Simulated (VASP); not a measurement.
Runs of VASP 6.6.1 on InP3. The structure is that of space group R-3m (No. 166), or close to it. The cells are those of the table. 

```csv
cell,smearing,gap on the mesh (eV),pressure (GPa),largest force (eV/Å)
"a = 5.167 Å, angles 89.0°, 8 atoms",gaussian 0.1 eV,none,(a),0.03
"a = 5.400 Å, angles 86.9°, 8 atoms",gaussian 0.1 eV,none,0.0,0.02
"a = 5.340 Å, angles 87.5°, 8 atoms",gaussian 0.1 eV,none,2.0,0.03
"a = 5.023 Å, angles 90.3°, 8 atoms",gaussian 0.1 eV,none,20.0,0.03
"a = 5.265 Å, angles 88.1°, 8 atoms",gaussian 0.1 eV,none,5.0,0.03
"a = 5.399 Å, angles 87.0°, 8 atoms",fermi-dirac 0.15 eV,none,0.0,0.02
```

Alike in all rows: task single point; level PBEsol; potentials or basis VASP PAW PBE potentials, release 64 (In_d, P); no spin polarisation; k mesh 6 × 6 × 6; cutoff (eV) 520.

Question: Estimate the missing entries.

Answer: (a) 10.0.

Caveats: the PAW data sets were made with another functional, which shifts forces and pressure a little; spin-orbit coupling is left out, which moves the levels of the heavy elements.

A k mesh can miss the band edges, and the runs leave out spin-orbit coupling on In.

A gap of «none» marks levels without a gap at the run's occupations.
